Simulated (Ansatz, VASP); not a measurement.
Two plane-wave programs on BAs

```
B As
1.0
     3.36586    0.00000    0.00000
    -1.68293    2.91492    0.00000
     0.00000    0.00000    8.88363
B As
2 2
Direct
  0.33333 0.66667 0.25000
  0.66667 0.33333 0.75000
  0.66667 0.33333 0.25000
  0.33333 0.66667 0.75000
```

Change from the starting cell: uniaxial_z strain +1.6%.

Alike in both runs: task single point; functional HSE06; k mesh 6 × 6 × 2; no spin polarisation.

|  | VASP | Ansatz |
| --- | --- | --- |
| version | VASP 6.6.1 | Ansatz 0.2.0 |
| potentials or method | VASP PAW PBE potentials, release 64 (B, As) | plane waves, PAW |
| plane-wave cutoff (eV) | 520 | 420 |
| occupations | gaussian, width 0.01 eV | fixed |
| valence electrons in the cell | 16 | 36 |

|  | VASP | Ansatz | Ansatz less VASP |
| --- | --- | --- | --- |
| gap on the k mesh at the Fermi level (eV) | 1.14 | 1.14 | -0.006 |
| pressure (GPa) | -0.2 | -0.1 | 0.00 |
| traceless stress, the component that is largest in VASP (GPa) | 0.37 | 0.39 | +0.025 |

VASP's potentials hold 16 valence electrons a cell and Ansatz's 36, so a difference there can come from the potentials and not from the codes. Ansatz's warnings: stress exchange threshold loose, stress scf threshold loose.
